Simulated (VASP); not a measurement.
A run of VASP 6.6.1 is set up as follows.

File POSCAR:

```
SnO
1.0
    3.3062091429      0.0000000000      0.0000000000
    0.0000000000      5.8704114033      0.0000000000
    0.0000000000      0.0000000000      4.1959164450
Sn O
2 2
Direct
    0.0000000000      0.2218139301      0.5091530866
    0.5000000000      0.7781860699      0.0091530866
    0.0000000000      0.9022398377      0.7408479134
    0.5000000000      0.0977601623      0.2408479134
```

Contents of INCAR.step1:

```
  ALGO = Normal
  EDIFF = 1E-4
  ENCUT = 600
  GGA = PE
  ISMEAR = 0
  LASPH = True
  LCHARG = False
  LREAL = False
  LWAVE = True
  NELM = 60
  PREC = Accurate
  SIGMA = 0.02
```

Contents of INCAR.step2:

```
  ALGO = Normal
  EDIFF = 1E-6
  EDIFFG = -0.02
  ENCUT = 600
  IBRION = 2
  ISIF = 3
  ISMEAR = 0
  ISTART = 1
  LASPH = True
  LCHARG = False
  LMIXTAU = True
  LREAL = False
  LWAVE = False
  METAGGA = R2SCAN
  NELM = 60
  NSW = 90
  PREC = Accurate
  SIGMA = 0.02
```

File KPOINTS:

```
k-points
0
Gamma
  8 4 6
```

Potentials or basis: VASP PAW PBE potentials, release 64 (Sn_d, O).

Run with:

```bash
$ cat potpaw_PBE.64/Sn_d/POTCAR potpaw_PBE.64/O/POTCAR > POTCAR
$ cp INCAR.step1 INCAR
$ mpirun -np 1 vasp_std > vasp.out
$ cp INCAR.step2 INCAR
$ mpirun -np 1 vasp_std > vasp.out
```

(1) Predict the space group after relaxing (to 0.1 Å).

(2) Estimate the relaxed cell.

(3) Predict the relaxed volume.

(4) Predict the band gap on the k mesh.

Results:

(1) Pmn2_1 (No. 31).

(2) a = 3.311 Å, b = 5.875 Å, c = 4.199 Å, α = 90.00°, β = 90.00°, γ = 90.00°.

(3) 20.42 Å³/atom.

(4) 1.92 eV (least direct gap 2.66 eV).

Caveat: the PAW data sets were made with another functional, which shifts forces and pressure a little; spin-orbit coupling is left out, which moves the levels of the heavy elements.
